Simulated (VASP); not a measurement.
# NaP2 (C2/m) in VASP: a series of runs

The runs below take NaP2 through single point, with PBE.

Everything below comes from runs of VASP 6.6.1. Logs are shortened: lines on timing, memory, paths and dates and some standing lists are left out, and cuts for length are marked.

**1. The cell of the first run**

It takes space group C2/m (No. 12, monoclinic). The conventional cell has a = 9.307 Å, b = 3.312 Å, c = 4.150 Å, α = 90.00°, β = 97.31°, γ = 90.00°. Na (site symmetry 2/m) has 10 P at 2.97 to 3.45 Å and 2 Na at 3.31 Å within 3.9 Å. Within 2.9 Å of P (site symmetry m) lie 2 P at 2.17 Å.

**2. Single point, PBE**

Input file INCAR:

```
PREC = Accurate
ENCUT = 520
EDIFF = 1E-6
ISMEAR = 0
SIGMA = 0.1
LREAL = F
LASPH = T
NELM = 60
ALGO = Normal
ISIF = 2
LWAVE = F
LCHARG = F
GGA = PE
NBANDS = 16
```

Input file KPOINTS:

```
Automatic mesh
0
Gamma
  6 6 4
```

Input file POSCAR:

```
NaP2
1.0
    4.6533850000     -1.6559130000      0.0000000000
    4.6533850000      1.6559130000      0.0000000000
   -0.5277080000      0.0000000000      4.1165175000
Na P
1 2
Direct
    0.0000000000      0.0000000000      0.5000000000
    0.7056920000      0.7056920000      0.1250110000
    0.2943080000      0.2943080000      0.8749890000
```

Potentials or basis: VASP PAW PBE potentials, release 64 (Na_pv, P).

Started as:

```console
$ cat potpaw_PBE.64/Na_pv/POTCAR potpaw_PBE.64/P/POTCAR > POTCAR
$ mpirun -np 1 vasp_std > vasp.out
```

OUTCAR:

```text
PREC = Accurate
   ENCUT = 520
   EDIFF = 1E-6
   ISMEAR = 0
   LREAL = F
   LASPH = T
   NELM = 60
   ISIF = 2
   GGA = PE

 ion  position               nearest neighbor table
   1  0.000  0.000  0.500-
   2  0.706  0.706  0.125-   3 2.17   3 2.17
   3  0.294  0.294  0.875-   2 2.17   2 2.17

  LATTYP: Found a base centered monoclinic cell.
 ALAT       =     9.3067700000
 B/A-ratio  =     0.3558512782
 C/A-ratio  =     0.4459338587
 COS(beta)  =    -0.1271523082

  Lattice vectors:

 A1 = (   4.6533850000,  -1.6559130000,   0.0000000000)
 A2 = (   4.6533850000,   1.6559130000,   0.0000000000)
 A3 = (  -0.5277080000,   0.0000000000,   4.1165175000)

Analysis of symmetry for initial positions (statically):
=====================================================================
 Subroutine PRICEL returns:
 Original cell was already a primitive cell.

 Routine SETGRP: Setting up the symmetry group for a
 base centered monoclinic supercell.

 Subroutine GETGRP returns: Found  4 space group operations
 (whereof  4 operations were pure point group operations)
 out of a pool of  4 trial point group operations.

The static configuration has the point symmetry C_2h.

Analysis of symmetry for dynamics (positions and initial velocities):
=====================================================================
 Subroutine PRICEL returns:
 Original cell was already a primitive cell.

 Routine SETGRP: Setting up the symmetry group for a
 base centered monoclinic supercell.

 Subroutine GETGRP returns: Found  4 space group operations
 (whereof  4 operations were pure point group operations)
 out of a pool of  4 trial point group operations.

The dynamic configuration has the point symmetry C_2h.

 Subroutine INISYM returns: Found  4 space group operations
 (whereof  4 operations are pure point group operations),
 and found     1 'primitive' translations

----------------------------------------------------------------------------------------

                                     Primitive cell

  volume of cell :      63.4405

  direct lattice vectors                    reciprocal lattice vectors
     4.653385000 -1.655913000  0.000000000     0.107448664 -0.301948230  0.013774148
     4.653385000  1.655913000  0.000000000     0.107448664  0.301948230  0.013774148
    -0.527708000  0.000000000  4.116517500     0.000000000  0.000000000  0.242923782

  length of vectors
     4.939234741  4.939234741  4.150203858     0.320792263  0.320792263  0.242923782

  position of ions in fractional coordinates (direct lattice)
     1.000000000  1.000000000  0.500000000
     0.705692000  0.705692000  0.125011000
     0.294308000  0.294308000  0.874989000

  ion indices of the primitive-cell ions
   primitive index   ion index
                 1           1
                 2           2
                 3           3

----------------------------------------------------------------------------------------

 KPOINTS: Automatic mesh

Automatic generation of k-mesh.
 Grid dimensions read from file:
 generate k-points for:    6    6    4

 Generating k-lattice:

  Cartesian coordinates                     Fractional coordinates (reciprocal lattice)
     0.017908111 -0.050324705  0.002295691     0.166666667 -0.000000000 -0.000000000
     0.017908111  0.050324705  0.002295691    -0.000000000  0.166666667 -0.000000000
     0.000000000  0.000000000  0.060730946     0.000000000  0.000000000  0.250000000

  Length of vectors
     0.053465377  0.053465377  0.060730946

  Shift w.r.t. Gamma in fractional coordinates (k-lattice)
     0.000000000  0.000000000  0.000000000

 Subroutine IBZKPT returns following result:
 ===========================================

 Found     47 irreducible k-points:

 Following reciprocal coordinates:
            Coordinates               Weight
  0.000000  0.000000  0.000000      1.000000
  0.166667  0.000000  0.000000      4.000000
  0.333333 -0.000000  0.000000      4.000000
  0.500000 -0.000000  0.000000      2.000000
  0.166667  0.166667  0.000000      2.000000
  0.333333  0.166667  0.000000      4.000000
[... 16 lines left out ...]
 -0.333333  0.166667  0.250000      4.000000
 -0.166667  0.166667  0.250000      4.000000
 [... further k-points ...]
   k-points           NKPTS =     47   k-points in BZ     NKDIM =     47   number of bands    NBANDS=     16
   number of dos      NEDOS =    301   number of ions     NIONS =      3
   total plane-waves  NPLWV =  51200
   dimension x,y,z NGX =    40 NGY =   40 NGZ =   32
   dimension x,y,z NGXF=    80 NGYF=   80 NGZF=   64
   ions per type =               1   2
   NGX,Y,Z   is equivalent  to a cutoff of  13.46, 13.46, 12.82 a.u.
   NGXF,Y,Z  is equivalent  to a cutoff of  26.93, 26.93, 25.64 a.u.
 SYSTEM =  unknown system
   PREC   = accura    normal or accurate (medium, high low for compatibility)
   ISTART =      0    job   : 0-new  1-cont  2-samecut
   ICHARG =      2    charge: 1-file 2-atom 10-const
   ISPIN  =      1    spin polarized calculation?
   LNONCOLLINEAR =      F non collinear calculations
   LSORBIT =      F    spin-orbit coupling
   LASPH  =      T    aspherical Exc in radial PAW
   ENCUT  =  520.0 eV  38.22 Ry    6.18 a.u.   9.18  9.18  7.72*2*pi/ulx,y,z
   NELM   =     60;   NELMIN=  2; NELMDL= -5     # of ELM steps
   EDIFF  = 0.1E-05   stopping-criterion for ELM
   LREAL  =      F    real-space projection
   EDIFFG = 0.1E-04   stopping-criterion for IOM
   NSW    =      0    number of steps for IOM
   IBRION =     -1    ionic relax: 0-MD 1-quasi-New 2-CG
   NFREE  =      0    steps in history (QN), initial steepest desc. (CG)
   ISIF   =      2    stress and relaxation
   ISYM   =      2    0-nonsym 1-usesym 2-fastsym
   POTIM  = 0.5000    time-step for ionic-motion
   TEBEG  =    0.0;   TEEND  =   0.0 temperature during run
   PSTRESS=    0.0 pullay stress
   NELECT =      17.0000    total number of electrons
   NUPDOWN=      -1.0000    fix difference up-down
   EMIN   =  10.00;   EMAX   =-10.00  energy-range for DOS
   EFERMI =   0.00;   METHOD = LEGACY
   ISMEAR =     0;   SIGMA  =   0.10  broadening in eV -4-tet -1-fermi 0-gaus
   EFERMI_NEDOS =   21; number of points for ismear=-14 and -15
   IALGO  =     38    algorithm
   IMIX   =      4    mixing-type and parameters
     AMIX     =   0.40;   BMIX     =  1.00
     AMIX_MAG =   1.60;   BMIX_MAG =  1.00
  volume/ion in A,a.u.               =      21.15       142.71
  Fermi-wavevector in a.u.,A,eV,Ry     =   1.055445  1.994502 15.156405  1.113964
  Thomas-Fermi vector in A             =   2.190644
   LORBIT       =      0    0 simple, 1 ext, 2 COOP (PROOUT), +10 PAW based schemes
   GGA     = PE    functional components
   LHFCALC =     F    Hartree Fock is set to
   AEXX    =    0.0000 exact exchange contribution
   IVDW    =     0    specifies the selected vdW correction
   LEPSILON=     F    determine dielectric tensor
   LRPA    =     F    only Hartree local field effects (RPA)
 non-spin polarized calculation
 Gauss-broadening in eV      SIGMA  =   0.10
  energy-cutoff  :      520.00
  volume of cell :       63.44
 maximum number of plane-waves:      1726
 NGX is ok and might be reduce to    40
   NGX = 19   NGY = 19   NGZ = 15

 number of electron      17.0000006 magnetization

 Free energy of the ion-electron system (eV)
  ---------------------------------------------------
  ext. energy  EPLUGINS =         0.00000000
  ---------------------------------------------------
  free energy    TOTEN  =       -12.74141252 eV

  energy without entropy =      -12.73718782  energy(sigma->0) =      -12.73930017

 E-fermi :   4.3933     XC(G=0):  -8.8821

 val. band max:        4.3493255241   @ k =  -0.3333   0.3333   0.0000
 cond. band min:       4.4098611758   @ k =   0.3333   0.1667   0.0000
 fundamental gap:      0.0605356516
 Fermi energy:         4.3932843438

 k-point     1 :       0.0000    0.0000    0.0000
  band No.  band energies     occupation
      1     -20.3328      2.00000
      2     -20.3286      2.00000
      3     -20.3049      2.00000
      4      -9.8327      2.00000
      5      -2.3261      2.00000
      6       0.8493      2.00000
[... 8 lines left out ...]
     15      12.7053      0.00000
     16      13.3307      0.00000

 k-point     2 :       0.1667    0.0000    0.0000
  band No.  band energies     occupation
      1     -20.3439      2.00000
      2     -20.3311      2.00000
      3     -20.3034      2.00000
      4      -9.4791      2.00000
      5      -2.6918      2.00000
      6      -0.2130      2.00000
[... 8 lines left out ...]
     15      11.7580      0.00000
     16      12.7444      0.00000

 k-point     3 :       0.3333   -0.0000    0.0000
  band No.  band energies     occupation
      1     -20.3745      2.00000
      2     -20.3275      2.00000
      3     -20.3004      2.00000
      4      -8.4336      2.00000
      5      -4.5736      2.00000
      6      -0.3794      2.00000
[... 8 lines left out ...]
     15      11.8503      0.00000
     16      12.5557      0.00000

 k-point     4 :       0.5000   -0.0000    0.0000
  band No.  band energies     occupation
      1     -20.3897      2.00000
      2     -20.3258      2.00000
      3     -20.2989      2.00000
      4      -6.7822      2.00000
      5      -6.7135      2.00000
      6       0.4144      2.00000
[... 8 lines left out ...]
     15      10.8657      0.00000
     16      12.5513      0.00000
[... 324 lines left out ...]
 k-point    22 :       0.5000    0.1667    0.2500
  band No.  band energies     occupation
      1     -20.3740      2.00000
      2     -20.3305      2.00000
      3     -20.3010      2.00000
      4      -8.2020      2.00000
      5      -4.6056      2.00000
      6      -1.0274      2.00000
[... 8 lines left out ...]
     15      12.0288      0.00000
     16      12.6636      0.00000

 k-point    23 :      -0.3333    0.1667    0.2500
  band No.  band energies     occupation
      1     -20.3891      2.00000
      2     -20.3286      2.00000
      3     -20.2987      2.00000
      4      -6.6698      2.00000
      5      -6.5427      2.00000
      6       0.0388      2.00000
[... 8 lines left out ...]
     15      12.2746      0.00000
     16      13.4124      0.00000

 k-point    24 :      -0.1667    0.1667    0.2500
  band No.  band energies     occupation
      1     -20.3740      2.00000
      2     -20.3306      2.00000
      3     -20.2999      2.00000
      4      -8.3019      2.00000
      5      -4.4761      2.00000
      6      -0.8724      2.00000
[... 8 lines left out ...]
     15      12.7539      0.00000
     16      13.5486      0.00000

 [... further k-points ...]

------------------------ aborting loop because EDIFF is reached ----------------------------------------

  FORCE on cell =-STRESS in cart. coord.  units (eV):
  Direction    XX          YY          ZZ          XY          YZ          ZX
  --------------------------------------------------------------------------------------
  -------------------------------------------------------------------------------------
  Total        0.0139752      0.0674854     -0.3078351      0.0000000      0.0000000      0.0967122
  in kB        0.3529406      1.7043298     -7.7743160      0.0000000      0.0000000      2.4424481
  external PRESSURE =      -1.9056819 kB  Pullay stress =       0.0000000 kB

 VOLUME and BASIS-vectors are now :
 -----------------------------------------------------------------------------
  energy-cutoff  :      520.00
  volume of cell :       63.44
      direct lattice vectors                 reciprocal lattice vectors
     4.653385000 -1.655913000  0.000000000     0.107448664 -0.301948230  0.013774148
     4.653385000  1.655913000  0.000000000     0.107448664  0.301948230  0.013774148
    -0.527708000  0.000000000  4.116517500     0.000000000  0.000000000  0.242923782

 POSITION                                       TOTAL-FORCE (eV/Angst)
 -----------------------------------------------------------------------------------
     -0.26385      0.00000      2.05826        -0.000000      0.000000      0.000000
      6.50174      0.00000      0.51461         0.035567      0.000000     -0.016194
      2.27732      0.00000      3.60191        -0.035567      0.000000      0.016194
 -----------------------------------------------------------------------------------
    total drift:                                0.000000     -0.000000      0.000000

  FREE ENERGIE OF THE ION-ELECTRON SYSTEM (eV)
  ---------------------------------------------------
  free  energy   TOTEN  =       -12.7414125218 eV

  energy  without entropy=      -12.7371878163  energy(sigma->0) =      -12.73930017
```

It took 53 s on 1 thread of Intel Xeon Platinum 8488C (Sapphire Rapids), shared host; peak memory 0.22 GiB.

Results:

```
Free energy   : -12.7414 eV
Pressure      : -0.2 GPa
Largest force : 0.039 eV/Å
```

Forces on the atoms (eV/Å):
```
Na   0.000  0.000  0.000
P    0.036  0.000 -0.016
P   -0.036  0.000  0.016
```

Levels at points of the mesh, in eV from the Fermi level:
```
           k point  band 6  band 7  band 8  band 9  band 10  band 11
(0.00, 0.00, 0.00)   -3.54   -3.36   -3.21   -1.04     1.34     3.59
(0.50, 0.00, 0.00)   -3.98   -3.58   -1.47   -1.33     1.89     1.89
(0.50, 0.50, 0.00)   -4.15   -3.27   -2.78    1.03     1.22     3.56
(0.00, 0.00, 0.50)   -4.24   -3.01   -2.42    1.26     1.32     3.23
(0.50, 0.00, 0.50)   -4.75   -4.74   -2.37   -1.55     1.78     2.76
(0.50, 0.50, 0.50)   -5.08   -3.07   -2.46    1.37     2.53     3.06
```

Caveat: the k points lie up to 0.38 Å⁻¹ apart.

[end of part 1 of 2]
